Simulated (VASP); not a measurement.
A run of VASP 6.6.1 is set up as follows.

Contents of INCAR:

```
ALGO = Normal
EDIFF = 1E-6
ENCUT = 500
GGA = PE
GGA_COMPAT = False
ISIF = 2
ISMEAR = 0
LASPH = True
LCHARG = False
LREAL = False
LWAVE = False
NBANDS = 36
NELM = 120
PREC = Accurate
SIGMA = 0.2
```

Contents of KPOINTS:

```
k-points
0
Gamma
  4 4 2
```

File POSCAR:

```
Cd2Se5
1.0
    4.9330126859     -0.0000000028      0.0000000000
   -2.4665063405      4.2721143046      0.0000000000
    0.0000000000      0.0000000000      8.6417651343
Cd Se
2 5
Direct
    0.3333333333      0.6666666667      0.5000000000
    0.6666666667      0.3333333333      0.5000000000
    0.3333333333      0.6666666667      0.8158554716
    0.3333333333      0.6666666667      0.1841445284
    0.6666666667      0.3333333333      0.1841445284
    0.6666666667      0.3333333333      0.8158554716
    0.0000000000      0.0000000000      0.0000000000
```

Potentials or basis: VASP PAW PBE potentials, release 64 (Cd, Se).

Launch:

```console
$ cat potpaw_PBE.64/Cd/POTCAR potpaw_PBE.64/Se/POTCAR > POTCAR
$ mpirun -np 1 vasp_std > vasp.out
```

Task: What does it give for the band gap on the k mesh?

Result: Zero (band 27 reaches 3.14 eV, above the bottom of band 28 at 2.49 eV).

Task: Estimate the largest force.

Result: 0.024 eV/Å.

Stress tensor (GPa, compression positive):
```
0.65 0.00 0.00
0.00 0.65 0.00
0.00 0.00 0.51
```

Caveat: the k points lie up to 0.37 Å⁻¹ apart.
